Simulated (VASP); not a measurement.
Here is a VASP 6.6.1 calculation.

Contents of INCAR:

```
PREC = Accurate
ENCUT = 600
EDIFF = 1E-6
ISMEAR = 0
SIGMA = 0.02
LREAL = F
LASPH = T
NELM = 100
ALGO = Normal
ISIF = 4
LWAVE = F
LCHARG = F
GGA = PS
IVDW = 12
IBRION = 2
NSW = 50
EDIFFG = -0.01
```

File KPOINTS:

```
Automatic mesh
0
Gamma
  8 6 8
```

The input POSCAR:

```
SnO
1.0
    3.2389524043      0.0000000000      0.0000000000
    0.0000000000      5.4601554267      0.0000000000
    0.0000000000      0.0000000000      3.4498834912
Sn O
2 2
Direct
    0.0000000000      0.2485237687      0.5535291015
    0.5000000000      0.7514762313      0.0535291015
    0.0000000000      0.8728144324      0.6964718985
    0.5000000000      0.1271855676      0.1964718985
```

Potentials or basis: VASP PAW PBE potentials, release 64 (Sn_d, O).

Command:

```sh
$ cat potpaw_PBE.64/Sn_d/POTCAR potpaw_PBE.64/O/POTCAR > POTCAR
$ mpirun -np 1 vasp_std > vasp.out
```

Predict the band gap on the k mesh.

0.82 eV, indirect (least direct gap 1.60 eV).

What does it give for the dispersion energy per atom?

-0.248 eV.

The path:
```csv
step,energy change (eV),largest force (eV/Å),pressure (GPa),volume (Å³)
1,0.0000,0.5831,6.83,61.01
2,-0.0186,0.0839,4.32,61.01
3,-0.0186,0.0853,4.28,61.01
4,-0.0202,0.0644,4.16,61.01
5,-0.0205,0.0851,4.07,61.01
6,-0.0216,0.0349,3.95,61.01
7,-0.0221,0.0402,3.83,61.01
8,-0.0226,0.0326,3.86,61.01
9,-0.0230,0.0172,3.88,61.01
10,-0.0230,0.0131,3.74,61.01
11,-0.0231,0.0018,3.78,61.01
```

Caveat: the cell differs from its parent crystal (volume scaled by 0.91); the PAW data sets were made with another functional, which shifts forces and pressure a little; spin-orbit coupling is left out, which moves the levels of the heavy elements. A k mesh can miss the band edges.
